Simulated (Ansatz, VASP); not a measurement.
**Two plane-wave programs on CdHg2Te3**

```
Cd Hg Te
1.0
     4.69122    0.00000    0.00000
    -2.34561    4.06271    0.00000
     0.00000    0.00000   23.08000
Cd Hg Te
2 4 6
Direct
  0.33333 0.66667 0.99983
  0.66667 0.33333 0.49983
  0.33333 0.66667 0.33358
  0.33333 0.66667 0.66656
  0.66667 0.33333 0.16656
  0.66667 0.33333 0.83358
  0.33333 0.66667 0.12462
  0.33333 0.66667 0.45882
  0.33333 0.66667 0.79160
  0.66667 0.33333 0.29160
  0.66667 0.33333 0.62462
  0.66667 0.33333 0.95882
```

Alike in both runs: functional PBE; k mesh 12 × 12 × 2; occupations gaussian, width 0.1 eV; no spin polarisation.

Ansatz relaxed the structure, and its values are those at the end. VASP's run is a single point on that final structure, the one shown.

|  | VASP | Ansatz |
| --- | --- | --- |
| version | VASP 6.6.1 | Ansatz 0.2.0 |
| potentials or method | VASP PAW PBE potentials, release 64 (Cd, Hg, Te), cutoff 520 eV | scalar-relativistic, plane waves, PAW |
| valence electrons in the cell | 108 | 216 |

VASP gave:

```
gap on the k mesh at the Fermi level (eV) : none
pressure (GPa)                            : 0.1
```

Task: What did Ansatz give for the same quantities?

Result: gap on the k mesh at the Fermi level (eV): none; pressure (GPa): 0.0.

A gap of «none» marks a metal or a gap that the smearing closes. VASP's potentials hold 108 valence electrons a cell and Ansatz's 216, so a difference there can come from the potentials and not from the codes.

Spin-orbit coupling is off throughout.
